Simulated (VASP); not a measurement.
# MgO (Cmcm) in VASP: notebook, part 3 of 3

VASP 6.6.1.

## (6) Single point, PBEsol (mode 5 frozen in at -0.122 Å, strain +e along z and -e/2 along x and y +0.0467)

INCAR reads:

```
PREC     = Accurate       # precision mode
ENCUT    = 520            # plane-wave cutoff, eV
EDIFF    = 1E-6           # SCF threshold, eV
ISMEAR   = 0              # smearing method
SIGMA    = 0.05           # smearing width, eV
LREAL    = False          # projectors in reciprocal space
LASPH    = True           # aspherical terms in the spheres
NELM     = 100            # most SCF steps
ALGO     = Normal         # electronic algorithm
ISIF     = 2              # what is computed and relaxed
LWAVE    = False          # write WAVECAR
LCHARG   = False          # write CHGCAR
GGA      = PS             # functional
NBANDS   = 16             # bands
```

KPOINTS reads:

```
regular mesh
0
Gamma
  9 9 6
```

POSCAR reads:

```
MgO
1.0
    3.4131635912      0.0000000000      0.0000000000
   -1.7065817956      2.9558863772      0.0000000000
    0.0000000000      0.0000000000      4.3906063377
Mg O
2 2
Direct
    0.6465117478      0.2930234957      0.7500000000
    0.3534882522      0.7069765043      0.2500000000
    0.6815065062      0.3630130124      0.2500000000
    0.3184934938      0.6369869876      0.7500000000
```

Potentials or basis: VASP PAW PBE potentials, release 64 (Mg, O).

Launch:

```bash
> cat potpaw_PBE.64/Mg/POTCAR potpaw_PBE.64/O/POTCAR > POTCAR
> mpirun -np 1 vasp_std > vasp.out
```

OUTCAR:

```text
PREC = Accurate
   ENCUT = 520
   EDIFF = 1E-6
   ISMEAR = 0
   LREAL = False
   LASPH = True
   NELM = 100
   ISIF = 2
   GGA = PS

 ion  position               nearest neighbor table
   1  0.647  0.293  0.750-   4 1.94   4 1.99   4 1.99   3 2.21   3 2.21   2 2.80   2 2.80   2 3.04
                             2 3.04   2 3.04   2 3.04
   2  0.353  0.707  0.250-   3 1.94   3 1.99   3 1.99   4 2.21   4 2.21   1 2.80   1 2.80   1 3.04
                             1 3.04   1 3.04   1 3.04
   3  0.682  0.363  0.250-   2 1.94   2 1.99   2 1.99   1 2.21   1 2.21
   4  0.318  0.637  0.750-   1 1.94   1 1.99   1 1.99   2 2.21   2 2.21

  LATTYP: Found a hexagonal cell.
 ALAT       =     3.4131635912
 C/A-ratio  =     1.2863744208

  Lattice vectors:

 A1 = (   3.4131635912,   0.0000000000,   0.0000000000)
 A2 = (  -1.7065817956,   2.9558863772,   0.0000000000)
 A3 = (   0.0000000000,   0.0000000000,   4.3906063377)

Analysis of symmetry for initial positions (statically):
=====================================================================
 Subroutine PRICEL returns:
 Original cell was already a primitive cell.

 Routine SETGRP: Setting up the symmetry group for a
 hexagonal supercell.

 Subroutine GETGRP returns: Found  8 space group operations
 (whereof  4 operations were pure point group operations)
 out of a pool of 24 trial point group operations.

The static configuration has the point symmetry C_2h.
 The point group associated with its full space group is D_2h.

Analysis of symmetry for dynamics (positions and initial velocities):
=====================================================================
 Subroutine PRICEL returns:
 Original cell was already a primitive cell.

 Routine SETGRP: Setting up the symmetry group for a
 hexagonal supercell.

 Subroutine GETGRP returns: Found  8 space group operations
 (whereof  4 operations were pure point group operations)
 out of a pool of 24 trial point group operations.

The dynamic configuration has the point symmetry C_2h.
 The point group associated with its full space group is D_2h.

 Subroutine INISYM returns: Found  8 space group operations
 (whereof  4 operations are pure point group operations),
 and found     1 'primitive' translations

----------------------------------------------------------------------------------------

                                     Primitive cell

  volume of cell :      44.2965

  direct lattice vectors                    reciprocal lattice vectors
     3.413163591  0.000000000  0.000000000     0.292983320  0.169153999  0.000000000
    -1.706581796  2.955886377  0.000000000     0.000000000  0.338307997  0.000000000
     0.000000000  0.000000000  4.390606338     0.000000000  0.000000000  0.227758975

  length of vectors
     3.413163591  3.413163591  4.390606338     0.338307997  0.338307997  0.227758975

  position of ions in fractional coordinates (direct lattice)
     0.646511748  0.293023496  0.750000000
     0.353488252  0.706976504  0.250000000
     0.681506506  0.363013012  0.250000000
     0.318493494  0.636986988  0.750000000

  ion indices of the primitive-cell ions
   primitive index   ion index
                 1           1
                 2           2
                 3           3
                 4           4

[... 24 lines left out ...]
 Found    100 irreducible k-points:

 Following reciprocal coordinates:
            Coordinates               Weight
  0.000000  0.000000  0.000000      1.000000
  0.111111  0.000000  0.000000      4.000000
  0.000000  0.111111  0.000000      2.000000
  0.222222 -0.000000  0.000000      4.000000
  0.000000  0.222222  0.000000      2.000000
  0.333333  0.000000  0.000000      4.000000
[... 16 lines left out ...]
 -0.222222 -0.444444  0.000000      4.000000
  0.444444  0.333333  0.000000      4.000000
 [... further k-points ...]
   k-points           NKPTS =    100   k-points in BZ     NKDIM =    100   number of bands    NBANDS=     16
   number of dos      NEDOS =    301   number of ions     NIONS =      4
   total plane-waves  NPLWV =  28224
   dimension x,y,z NGX =    28 NGY =   28 NGZ =   36
   dimension x,y,z NGXF=    56 NGYF=   56 NGZF=   72
   ions per type =               2   2
   NGX,Y,Z   is equivalent  to a cutoff of  13.64, 13.64, 13.63 a.u.
   NGXF,Y,Z  is equivalent  to a cutoff of  27.28, 27.28, 27.26 a.u.
 SYSTEM =  unknown system
   PREC   = accura    normal or accurate (medium, high low for compatibility)
   ISTART =      0    job   : 0-new  1-cont  2-samecut
   ICHARG =      2    charge: 1-file 2-atom 10-const
   ISPIN  =      1    spin polarized calculation?
   LNONCOLLINEAR =      F non collinear calculations
   LSORBIT =      F    spin-orbit coupling
   LASPH  =      T    aspherical Exc in radial PAW
   ENCUT  =  520.0 eV  38.22 Ry    6.18 a.u.   6.35  6.35  8.16*2*pi/ulx,y,z
   NELM   =    100;   NELMIN=  2; NELMDL= -5     # of ELM steps
   EDIFF  = 0.1E-05   stopping-criterion for ELM
   LREAL  =      F    real-space projection
   EDIFFG = 0.1E-04   stopping-criterion for IOM
   NSW    =      0    number of steps for IOM
   IBRION =     -1    ionic relax: 0-MD 1-quasi-New 2-CG
   NFREE  =      0    steps in history (QN), initial steepest desc. (CG)
   ISIF   =      2    stress and relaxation
   ISYM   =      2    0-nonsym 1-usesym 2-fastsym
   POTIM  = 0.5000    time-step for ionic-motion
   TEBEG  =    0.0;   TEEND  =   0.0 temperature during run
   PSTRESS=    0.0 pullay stress
   NELECT =      16.0000    total number of electrons
   NUPDOWN=      -1.0000    fix difference up-down
   EMIN   =  10.00;   EMAX   =-10.00  energy-range for DOS
   EFERMI =   0.00;   METHOD = LEGACY
   ISMEAR =     0;   SIGMA  =   0.05  broadening in eV -4-tet -1-fermi 0-gaus
   EFERMI_NEDOS =   21; number of points for ismear=-14 and -15
   IALGO  =     38    algorithm
   IMIX   =      4    mixing-type and parameters
     AMIX     =   0.40;   BMIX     =  1.00
     AMIX_MAG =   1.60;   BMIX_MAG =  1.00
  volume/ion in A,a.u.               =      11.07        74.73
  Fermi-wavevector in a.u.,A,eV,Ry     =   1.165892  2.203217 18.494461  1.359305
  Thomas-Fermi vector in A             =   2.302412
   LORBIT       =      0    0 simple, 1 ext, 2 COOP (PROOUT), +10 PAW based schemes
   GGA     = PS    functional components
   LHFCALC =     F    Hartree Fock is set to
   AEXX    =    0.0000 exact exchange contribution
   IVDW    =     0    specifies the selected vdW correction
   LEPSILON=     F    determine dielectric tensor
   LRPA    =     F    only Hartree local field effects (RPA)
 non-spin polarized calculation
 Gauss-broadening in eV      SIGMA  =   0.05
  energy-cutoff  :      520.00
  volume of cell :       44.30
 maximum number of plane-waves:      1209
 NGX is ok and might be reduce to    28

 number of electron      15.9999995 magnetization

 Free energy of the ion-electron system (eV)
  ---------------------------------------------------
  ext. energy  EPLUGINS =         0.00000000
  ---------------------------------------------------
  free energy    TOTEN  =       -24.54790293 eV

  energy without entropy =      -24.54790293  energy(sigma->0) =      -24.54790293

 E-fermi :   2.2776     XC(G=0): -10.2980

 val. band max:        1.9775304678   @ k =   0.0000   0.0000   0.0000
 cond. band min:       5.0914433513   @ k =   0.0000   0.0000   0.0000
 fundamental gap:      3.1139128834
 Fermi energy:         2.2775993794

 k-point     1 :       0.0000    0.0000    0.0000
  band No.  band energies     occupation
      1     -14.9599      2.00000
      2     -13.6666      2.00000
      3      -1.9184      2.00000
      4       0.1819      2.00000
      5       0.2957      2.00000
      6       0.7899      2.00000
[... 433 lines left out ...]
      3      -1.6294      2.00000
      4      -0.5220      2.00000
      5      -0.3156      2.00000
      6      -0.2234      2.00000
[... 8 lines left out ...]
     15      15.9404      0.00000
     16      17.3366      0.00000

 [... further k-points ...]
[... 5 lines left out ...]
  --------------------------------------------------------------------------------------
  -------------------------------------------------------------------------------------
  Total        0.7600867      1.4446216     -1.4533466      0.0000000      0.0000000      0.0000000
  in kB       27.4918769     52.2510873    -52.5666667      0.0000000      0.0000000      0.0000000
  external PRESSURE =       9.0587658 kB  Pullay stress =       0.0000000 kB

 VOLUME and BASIS-vectors are now :
 -----------------------------------------------------------------------------
  energy-cutoff  :      520.00
  volume of cell :       44.30
      direct lattice vectors                 reciprocal lattice vectors
     3.413163591  0.000000000  0.000000000     0.292983320  0.169153999  0.000000000
    -1.706581796  2.955886377  0.000000000     0.000000000  0.338307997  0.000000000
     0.000000000  0.000000000  4.390606338     0.000000000  0.000000000  0.227758975

 POSITION                                       TOTAL-FORCE (eV/Angst)
 -----------------------------------------------------------------------------------
      1.70658      0.86614      3.29295         0.000000      1.011007     -0.000000
      0.00000      2.08974      1.09765        -0.000000     -1.011007     -0.000000
      1.70658      1.07303      1.09765         0.000000     -0.231320     -0.000000
      0.00000      1.88286      3.29295        -0.000000      0.231320      0.000000
 -----------------------------------------------------------------------------------
    total drift:                               -0.000000      0.000000     -0.000000

  FREE ENERGIE OF THE ION-ELECTRON SYSTEM (eV)
  ---------------------------------------------------
  free  energy   TOTEN  =       -24.5479029287 eV

  energy  without entropy=      -24.5479029287  energy(sigma->0) =      -24.54790293
```

It took 81 s on 1 thread of Intel Xeon Platinum 8488C (Sapphire Rapids), shared host; peak memory 0.21 GiB.

Results:

| Property | Result |
| --- | --- |
| Free energy | -24.5479 eV |
| Pressure | 0.9 GPa |
| Largest force | 1.011 eV/Å |
| Band gap on the k mesh | 3.11 eV, direct |

Forces in eV/Å, atoms in the order of the input:
```
Mg   0.000  1.011  0.000
Mg   0.000 -1.011  0.000
O    0.000 -0.231  0.000
O    0.000  0.231  0.000
```

Caveat: the cell differs from its parent crystal (mode 5 frozen in at -0.122 Å, strain +e along z and -e/2 along x and y +0.0467); the PAW data sets were made with another functional, which shifts forces and pressure a little.

## (7) Overview

| cell | gap on the mesh (eV) | pressure (GPa) | largest force (eV/Å) |
| --- | --- | --- | --- |
| a = 3.495, b = 3.495, c = 4.195 Å, angles 90.0, 90.0, 120.0°, 4 atoms | 3.21 | -0.3 | 0.82 |
| a = 3.413, b = 3.413, c = 4.391 Å, angles 90.0, 90.0, 120.0°, 4 atoms | 3.11 | 0.9 | 1.01 |
| a = 3.576, b = 3.576, c = 3.999 Å, angles 90.0, 90.0, 120.0°, 4 atoms | 3.29 | 1.7 | 0.83 |

Some of these runs hold the atoms at other places in the same cell, which the table doesn't show; runs alike in all that it shows share one row.

Alike in all rows: task single point; level PBEsol; potentials or basis VASP PAW PBE potentials, release 64 (Mg, O); no spin polarisation; k mesh 9 × 9 × 6; cutoff (eV) 520; smearing gaussian 0.05 eV.

Caveats: the PAW data sets were made with another functional, which shifts forces and pressure a little.

Total energies depend on the potentials used, so only differences within one code and one set of settings carry meaning.
